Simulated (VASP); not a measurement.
Wanted: the native input for a VASP 6.6.1 run.

| Property | Result |
| --- | --- |
| Task | single point |
| Functional | PBE |
| Dispersion | D3(BJ) |
| Potentials or basis | VASP PAW PBE potentials, release 64 (Si, Ge_d) |
| Cutoff | 520 eV |
| k mesh | 2 × 2 × 2 |
| Occupations | gaussian, width 0.02 eV |
| Spin | no spin polarisation |
| Dipole correction | no |
| Further INCAR settings | LREAL = Auto; ALGO = Normal; EDIFF = 1e-07; NBANDS = 53 |

The structure of Si16Ge (a cell with a defect) lies in POSCAR:

```
Si16Ge
1.0
    0.0000000000      5.4300000000      5.4300000000
    5.4300000000      0.0000000000      5.4300000000
    5.4300000000      5.4300000000      0.0000000000
Si Ge
16 1
Direct
   -0.0111467772     -0.0107138122      0.0333832413
    0.1247647330      0.1252081952      0.1350748619
    0.0067465930      0.0071948435      0.5057576427
    0.1134508287      0.1138819521      0.6598349908
    0.0116755985      0.4961516575     -0.0038096685
    0.1253048803      0.6157549724      0.1340802026
    0.0074295580      0.4810989871      0.5048072744
    0.1517922652      0.6156499079      0.6163283610
    0.4957097606      0.0121392265     -0.0038655617
    0.6153214549      0.1257494475      0.1340431860
    0.4806577348      0.0078501842      0.5047719153
    0.6151986188      0.1522218232      0.6162630755
    0.4964724678      0.4969245856     -0.0051435543
    0.6367944751      0.6372464088      0.0893360958
    0.5147389503      0.5151752302      0.4561115101
    0.6168945672      0.6173507366      0.6148111418
    0.7696477901      0.7700638122      0.6918868324
```

One way to write it, as run:

INCAR

```
ALGO = Normal
EDIFF = 1E-7
ENCUT = 520
GGA = PE
ISIF = 2
ISMEAR = 0
IVDW = 12
LASPH = T
LCHARG = F
LREAL = Auto
LWAVE = F
NBANDS = 53
NELM = 100
PREC = Accurate
SIGMA = 0.02
```

KPOINTS

```
k-points
0
Gamma
  2 2 2
```

Potentials or basis: VASP PAW PBE potentials, release 64 (Si, Ge_d).

Run with:

```console
$ cat potpaw_PBE.64/Si/POTCAR potpaw_PBE.64/Ge_d/POTCAR > POTCAR
$ mpirun -np 1 vasp_std > vasp.out
```

Results of the run:

| Item | Value |
| --- | --- |
| Pressure | 3.3 GPa |
| Largest force | 0.364 eV/Å |
| Band gap on the k mesh | zero (bands 39 and 40 overlap by 0.21 eV) |
| Dispersion energy per atom | -0.333 eV |

Caveat: the k points lie up to 0.50 Å⁻¹ apart.

It took 5.9 min on 1 thread of AMD EPYC 7R13 Processor (Zen 3), with other jobs on the host, peak memory 0.45 GiB.
